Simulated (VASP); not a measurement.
Wanted: the native input for a VASP 6.6.1 run.

- Task: single point
- Functional: PBEsol
- Potentials or basis: VASP PAW PBE potentials, release 64 (Ta_pv, As)
- Cutoff: 500 eV
- k mesh: 12 × 12 × 12
- Occupations: gaussian, width 0.05 eV
- Spin: no spin polarisation
- Dipole correction: no
- Further INCAR settings: ALGO = Normal; EDIFF = 1e-06; NBANDS = 15

The structure of TaAs lies in POSCAR:

```
TaAs
1.0
    0.0000000000      2.6328750318      2.6328750318
    2.6328750318      0.0000000000      2.6328750318
    2.6328750318      2.6328750318      0.0000000000
Ta As
1 1
Direct
    0.5000000000      0.5000000000      0.5000000000
    0.0000000000      0.0000000000      0.0000000000
```

One way to write it, as run:

INCAR

```
PREC = Accurate
ENCUT = 500
EDIFF = 1E-6
ISMEAR = 0
SIGMA = 0.05
LREAL = F
LASPH = T
NELM = 120
ALGO = Normal
ISIF = 2
LWAVE = F
LCHARG = F
GGA = PS
NBANDS = 15
GGA_COMPAT = F
```

KPOINTS

```
regular mesh
0
Gamma
  12 12 12
```

Potentials or basis: VASP PAW PBE potentials, release 64 (Ta_pv, As).

Command:

```sh
$ cat potpaw_PBE.64/Ta_pv/POTCAR potpaw_PBE.64/As/POTCAR > POTCAR
$ mpirun -np 1 vasp_std > vasp.out
```

It gave:

* Pressure: -4.9 GPa
* Band gap on the k mesh: zero (bands 8 and 9 overlap by 2.17 eV)

Caveat: the cell stands under tension; the PAW data sets were made with another functional, which shifts forces and pressure a little; spin-orbit coupling is left out, which moves the levels of the heavy elements.

Wall time 47 s on 1 thread of Intel Xeon 8259CL (shared host), peak memory 0.18 GiB.
